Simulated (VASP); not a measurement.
# Li2S (Fm-3m) in VASP: single point with PBE

Aim: the single point of Li2S with PBE.

Program: VASP 6.6.1. These are calculated values, not measurements. Logs are shortened: lines on timing, memory, paths and dates and some standing lists are left out, and cuts for length are marked.

### 1 The cell of the first run

The structure is cubic, space group Fm-3m (No. 225). The conventional cell has a = 5.890 Å, b = 5.890 Å, c = 5.890 Å, α = 90.00°, β = 90.00°, γ = 90.00°. Within 3.4 Å of Li (site symmetry -43m) lie 4 S at 2.55 Å and 6 Li at 2.95 Å. Within 3.4 Å of S (site symmetry m-3m) lie 8 Li at 2.55 Å.

### 2 Single point, PBE (strained)

Contents of INCAR:

```
PREC = Accurate
ENCUT = 750
EDIFF = 1E-6
ISMEAR = 0
SIGMA = 0.02
LREAL = F
LASPH = T
NELM = 120
ALGO = Normal
ISIF = 2
LWAVE = F
LCHARG = F
GGA = PE
NBANDS = 13
GGA_COMPAT = F
```

Contents of KPOINTS:

```
Automatic mesh
0
Gamma
  8 8 8
```

Contents of POSCAR:

```
Li2S
1.0
    0.0000000000      2.9450140600      2.9450140600
    2.9450140600      0.0000000000      2.9450140600
    2.9450140600      2.9450140600      0.0000000000
Li S
2 1
Direct
    0.2500000000      0.2500000000      0.2500000000
    0.7500000000      0.7500000000      0.7500000000
    0.0000000000      0.0000000000      0.0000000000
```

Potentials or basis: VASP PAW PBE potentials, release 64 (Li_sv, S).

Run with:

```sh
> cat potpaw_PBE.64/Li_sv/POTCAR potpaw_PBE.64/S/POTCAR > POTCAR
> mpirun -np 1 vasp_std > vasp.out
```

OUTCAR:

```text
PREC = Accurate
   ENCUT = 750
   EDIFF = 1E-6
   ISMEAR = 0
   LREAL = F
   LASPH = T
   NELM = 120
   ISIF = 2
   GGA = PE

 ion  position               nearest neighbor table
   1  0.250  0.250  0.250-   3 2.55   3 2.55   3 2.55   3 2.55
   2  0.750  0.750  0.750-   3 2.55   3 2.55   3 2.55   3 2.55
   3  0.000  0.000  0.000-   2 2.55   2 2.55   2 2.55   1 2.55   2 2.55   1 2.55   1 2.55   1 2.55

  LATTYP: Found a face centered cubic cell.
 ALAT       =     5.8900281200

  Lattice vectors:

 A1 = (   0.0000000000,   2.9450140600,   2.9450140600)
 A2 = (   2.9450140600,   0.0000000000,   2.9450140600)
 A3 = (   2.9450140600,   2.9450140600,   0.0000000000)

Analysis of symmetry for initial positions (statically):
=====================================================================
 Subroutine PRICEL returns:
 Original cell was already a primitive cell.

 Routine SETGRP: Setting up the symmetry group for a
 face centered cubic supercell.

 Subroutine GETGRP returns: Found 48 space group operations
 (whereof 48 operations were pure point group operations)
 out of a pool of 48 trial point group operations.

The static configuration has the point symmetry O_h .

Analysis of symmetry for dynamics (positions and initial velocities):
=====================================================================
 Subroutine PRICEL returns:
 Original cell was already a primitive cell.

 Routine SETGRP: Setting up the symmetry group for a
 face centered cubic supercell.

 Subroutine GETGRP returns: Found 48 space group operations
 (whereof 48 operations were pure point group operations)
 out of a pool of 48 trial point group operations.

The dynamic configuration has the point symmetry O_h .

 Subroutine INISYM returns: Found 48 space group operations
 (whereof 48 operations are pure point group operations),
 and found     1 'primitive' translations

----------------------------------------------------------------------------------------

                                     Primitive cell

  volume of cell :      51.0848

  direct lattice vectors                    reciprocal lattice vectors
     0.000000000  2.945014060  2.945014060    -0.169778476  0.169778476  0.169778476
     2.945014060  0.000000000  2.945014060     0.169778476 -0.169778476  0.169778476
     2.945014060  2.945014060  0.000000000     0.169778476  0.169778476 -0.169778476

  length of vectors
     4.164878825  4.164878825  4.164878825     0.294064947  0.294064947  0.294064947

  position of ions in fractional coordinates (direct lattice)
     0.250000000  0.250000000  0.250000000
     0.750000000  0.750000000  0.750000000
     0.000000000  0.000000000  0.000000000

  ion indices of the primitive-cell ions
   primitive index   ion index
                 1           1
                 2           2
                 3           3

----------------------------------------------------------------------------------------

 KPOINTS: Automatic mesh

Automatic generation of k-mesh.
 Grid dimensions read from file:
 generate k-points for:    8    8    8

 Generating k-lattice:

  Cartesian coordinates                     Fractional coordinates (reciprocal lattice)
    -0.021222310  0.021222310  0.021222310     0.125000000  0.000000000  0.000000000
     0.021222310 -0.021222310  0.021222310     0.000000000  0.125000000  0.000000000
     0.021222310  0.021222310 -0.021222310     0.000000000  0.000000000  0.125000000

  Length of vectors
     0.036758118  0.036758118  0.036758118

  Shift w.r.t. Gamma in fractional coordinates (k-lattice)
     0.000000000  0.000000000  0.000000000

 Subroutine IBZKPT returns following result:
 ===========================================

 Found     29 irreducible k-points:

 Following reciprocal coordinates:
            Coordinates               Weight
  0.000000  0.000000  0.000000      1.000000
  0.125000  0.000000  0.000000      8.000000
  0.250000  0.000000  0.000000      8.000000
  0.375000  0.000000  0.000000      8.000000
  0.500000  0.000000  0.000000      4.000000
  0.125000  0.125000  0.000000      6.000000
[... 16 lines left out ...]
  0.500000  0.250000  0.125000     48.000000
 -0.375000  0.250000  0.125000     24.000000
 [... further k-points ...]
   k-points           NKPTS =     29   k-points in BZ     NKDIM =     29   number of bands    NBANDS=     13
   number of dos      NEDOS =    301   number of ions     NIONS =      3
   total plane-waves  NPLWV =  64000
   dimension x,y,z NGX =    40 NGY =   40 NGZ =   40
   dimension x,y,z NGXF=    80 NGYF=   80 NGZF=   80
   ions per type =               2   1
   NGX,Y,Z   is equivalent  to a cutoff of  15.97, 15.97, 15.97 a.u.
   NGXF,Y,Z  is equivalent  to a cutoff of  31.93, 31.93, 31.93 a.u.
 SYSTEM =  unknown system
   PREC   = accura    normal or accurate (medium, high low for compatibility)
   ISTART =      0    job   : 0-new  1-cont  2-samecut
   ICHARG =      2    charge: 1-file 2-atom 10-const
   ISPIN  =      1    spin polarized calculation?
   LNONCOLLINEAR =      F non collinear calculations
   LSORBIT =      F    spin-orbit coupling
   LASPH  =      T    aspherical Exc in radial PAW
   ENCUT  =  750.0 eV  55.12 Ry    7.42 a.u.   9.30  9.30  9.30*2*pi/ulx,y,z
   NELM   =    120;   NELMIN=  2; NELMDL= -5     # of ELM steps
   EDIFF  = 0.1E-05   stopping-criterion for ELM
   LREAL  =      F    real-space projection
   EDIFFG = 0.1E-04   stopping-criterion for IOM
   NSW    =      0    number of steps for IOM
   IBRION =     -1    ionic relax: 0-MD 1-quasi-New 2-CG
   NFREE  =      0    steps in history (QN), initial steepest desc. (CG)
   ISIF   =      2    stress and relaxation
   ISYM   =      2    0-nonsym 1-usesym 2-fastsym
   POTIM  = 0.5000    time-step for ionic-motion
   TEBEG  =    0.0;   TEEND  =   0.0 temperature during run
   PSTRESS=    0.0 pullay stress
   NELECT =      12.0000    total number of electrons
   NUPDOWN=      -1.0000    fix difference up-down
   EMIN   =  10.00;   EMAX   =-10.00  energy-range for DOS
   EFERMI =   0.00;   METHOD = LEGACY
   ISMEAR =     0;   SIGMA  =   0.02  broadening in eV -4-tet -1-fermi 0-gaus
   EFERMI_NEDOS =   21; number of points for ismear=-14 and -15
   IALGO  =     38    algorithm
   IMIX   =      4    mixing-type and parameters
     AMIX     =   0.40;   BMIX     =  1.00
     AMIX_MAG =   1.60;   BMIX_MAG =  1.00
  volume/ion in A,a.u.               =      17.03       114.91
  Fermi-wavevector in a.u.,A,eV,Ry     =   1.010116  1.908842 13.882489  1.020334
  Thomas-Fermi vector in A             =   2.143086
   LORBIT       =      0    0 simple, 1 ext, 2 COOP (PROOUT), +10 PAW based schemes
   GGA     = PE    functional components
   LHFCALC =     F    Hartree Fock is set to
   AEXX    =    0.0000 exact exchange contribution
   IVDW    =     0    specifies the selected vdW correction
   LEPSILON=     F    determine dielectric tensor
   LRPA    =     F    only Hartree local field effects (RPA)
 non-spin polarized calculation
 Gauss-broadening in eV      SIGMA  =   0.02
  energy-cutoff  :      750.00
  volume of cell :       51.08
 maximum number of plane-waves:      2421
 NGX is ok and might be reduce to    40
   NGX = 19   NGY = 19   NGZ = 19

 number of electron      11.9999998 magnetization

 Free energy of the ion-electron system (eV)
  ---------------------------------------------------
  ext. energy  EPLUGINS =         0.00000000
  ---------------------------------------------------
  free energy    TOTEN  =       -11.94363596 eV

  energy without entropy =      -11.94363596  energy(sigma->0) =      -11.94363596

 E-fermi :   1.0931     XC(G=0):  -8.1407

 val. band max:        0.8931929989   @ k =   0.0000   0.0000   0.0000
 cond. band min:       4.3257466046   @ k =   0.5000   0.5000   0.0000
 fundamental gap:      3.4325536057
 Fermi energy:         1.0930996247

 k-point     1 :       0.0000    0.0000    0.0000
  band No.  band energies     occupation
      1     -43.4867      2.00000
      2     -43.4581      2.00000
      3      -9.8847      2.00000
      4       0.8932      2.00000
      5       0.8932      2.00000
      6       0.8932      2.00000
      7       4.6744      0.00000
      8       7.0578      0.00000
      9       7.0578      0.00000
     10       7.0579      0.00000
     11      11.8053      0.00000
     12      11.8053      0.00000
     13      12.8094      0.00000

 k-point     2 :       0.1250    0.0000    0.0000
  band No.  band energies     occupation
      1     -43.4856      2.00000
      2     -43.4590      2.00000
      3      -9.8369      2.00000
      4       0.3568      2.00000
      5       0.8181      2.00000
      6       0.8181      2.00000
      7       5.1054      0.00000
      8       7.2707      0.00000
      9       7.2707      0.00000
     10       7.3281      0.00000
     11      10.8491      0.00000
     12      10.8491      0.00000
     13      12.9072      0.00000

 k-point     3 :       0.2500    0.0000    0.0000
  band No.  band energies     occupation
      1     -43.4823      2.00000
      2     -43.4620      2.00000
      3      -9.7154      2.00000
      4      -0.6196      2.00000
      5       0.6537      2.00000
      6       0.6537      2.00000
      7       5.8064      0.00000
      8       7.5753      0.00000
      9       7.5753      0.00000
     10       7.9816      0.00000
     11      10.4723      0.00000
     12      10.4723      0.00000
     13      13.2151      0.00000

 k-point     4 :       0.3750    0.0000    0.0000
  band No.  band energies     occupation
      1     -43.4775      2.00000
      2     -43.4665      2.00000
      3      -9.5840      2.00000
      4      -1.3905      2.00000
      5       0.5083      2.00000
      6       0.5083      2.00000
      7       6.3332      0.00000
      8       7.5010      0.00000
      9       7.5010      0.00000
     10       8.5826      0.00000
     11      11.4221      0.00000
     12      11.4221      0.00000
     13      13.6455      0.00000

 k-point     5 :       0.5000    0.0000    0.0000
  band No.  band energies     occupation
      1     -43.4720      2.00000
      2     -43.4719      2.00000
      3      -9.5261      2.00000
      4      -1.6768      2.00000
      5       0.4526      2.00000
      6       0.4526      2.00000
      7       6.5376      0.00000
      8       7.3994      0.00000
      9       7.3994      0.00000
     10       8.8138      0.00000
     11      12.9937      0.00000
     12      12.9937      0.00000
     13      13.5546      0.00000
[... 257 lines left out ...]
 k-point    22 :       0.3750    0.2500    0.1250
  band No.  band energies     occupation
      1     -43.4802      2.00000
      2     -43.4639      2.00000
      3      -9.6240      2.00000
      4      -0.7359      2.00000
      5       0.0307      2.00000
      6       0.4410      2.00000
      7       6.0339      0.00000
      8       7.6759      0.00000
      9       7.8188      0.00000
     10       8.7037      0.00000
     11       9.5632      0.00000
     12      12.6042      0.00000
     13      14.7939      0.00000

 k-point    23 :       0.5000    0.2500    0.1250
  band No.  band energies     occupation
      1     -43.4763      2.00000
      2     -43.4675      2.00000
      3      -9.5167      2.00000
      4      -1.2009      2.00000
      5      -0.1865      2.00000
      6       0.2350      2.00000
      7       6.4251      0.00000
      8       7.3578      0.00000
      9       8.6000      0.00000
     10       8.9613      0.00000
     11      10.4140      0.00000
     12      12.6362      0.00000
     13      14.1458      0.00000

 k-point    24 :      -0.3750    0.2500    0.1250
  band No.  band energies     occupation
      1     -43.4719      2.00000
      2     -43.4719      2.00000
      3      -9.4701      2.00000
      4      -1.4016      2.00000
      5      -0.2130      2.00000
      6       0.1105      2.00000
      7       6.6282      0.00000
      8       7.1772      0.00000
      9       8.9019      0.00000
     10       9.4310      0.00000
     11      10.7754      0.00000
     12      11.9649      0.00000
     13      13.7245      0.00000

 [... further k-points ...]
[... 5 lines left out ...]
  --------------------------------------------------------------------------------------
  -------------------------------------------------------------------------------------
  Total       -1.1003530     -1.1003530     -1.1003530      0.0000000     -0.0000000     -0.0000000
  in kB      -34.5104399    -34.5104399    -34.5104399      0.0000000     -0.0000000     -0.0000000
  external PRESSURE =     -34.5104399 kB  Pullay stress =       0.0000000 kB

 VOLUME and BASIS-vectors are now :
 -----------------------------------------------------------------------------
  energy-cutoff  :      750.00
  volume of cell :       51.08
      direct lattice vectors                 reciprocal lattice vectors
     0.000000000  2.945014060  2.945014060    -0.169778476  0.169778476  0.169778476
     2.945014060  0.000000000  2.945014060     0.169778476 -0.169778476  0.169778476
     2.945014060  2.945014060  0.000000000     0.169778476  0.169778476 -0.169778476

 POSITION                                       TOTAL-FORCE (eV/Angst)
 -----------------------------------------------------------------------------------
      1.47251      1.47251      1.47251         0.000000      0.000000      0.000000
      4.41752      4.41752      4.41752        -0.000000     -0.000000     -0.000000
      0.00000      0.00000      0.00000        -0.000000      0.000000     -0.000000
 -----------------------------------------------------------------------------------
    total drift:                                0.000000     -0.000000      0.000000

  FREE ENERGIE OF THE ION-ELECTRON SYSTEM (eV)
  ---------------------------------------------------
  free  energy   TOTEN  =       -11.9436359607 eV

  energy  without entropy=      -11.9436359607  energy(sigma->0) =      -11.94363596
```

Wall time 50 s (1 thread of Intel Xeon 8259CL, shared host); peak memory 0.23 GiB.

What came out:

- Free energy: -11.9436 eV
- Pressure: -3.5 GPa
- Band gap on the k mesh: 3.43 eV, indirect (least direct gap 3.78 eV)

Caveat: the cell differs from its parent crystal (strained). A k mesh can miss the band edges.
